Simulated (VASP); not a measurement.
Here is a VASP 6.6.1 calculation.

File INCAR:

```
PREC     = Accurate       # precision mode
ENCUT    = 520            # plane-wave cutoff, eV
EDIFF    = 1E-6           # SCF threshold, eV
ISMEAR   = -1             # smearing method
SIGMA    = 0.05           # smearing width, eV
LREAL    = False          # projectors in reciprocal space
LASPH    = True           # aspherical terms in the spheres
NELM     = 80             # most SCF steps
ALGO     = Normal         # electronic algorithm
ISIF     = 2              # what is computed and relaxed
LWAVE    = False          # write WAVECAR
LCHARG   = False          # write CHGCAR
GGA      = PE             # functional
NBANDS   = 9              # bands
```

The input KPOINTS:

```
Automatic mesh
0
Gamma
  15 15 15
```

Contents of POSCAR:

```
Te
1.0
   -1.8027460789      1.8027460789      1.8027460789
    1.8027460789     -1.8027460789      1.8027460789
    1.8027460789      1.8027460789     -1.8027460789
Te
1
Direct
    0.0000000000      0.0000000000      0.0000000000
```

Potentials or basis: VASP PAW PBE potentials, release 64 (Te).

Launch:

```console
$ cat potpaw_PBE.64/Te/POTCAR > POTCAR
$ mpirun -np 1 vasp_std > vasp.out
```

(1) Estimate the pressure.

(2) What does it give for the band gap on the k mesh?

## Answers

(1) 17.0 GPa.

(2) zero (bands 3 and 4 overlap by 7.79 eV).

Caveat: the cell stands under pressure; spin-orbit coupling is left out, which moves the levels of the heavy elements.
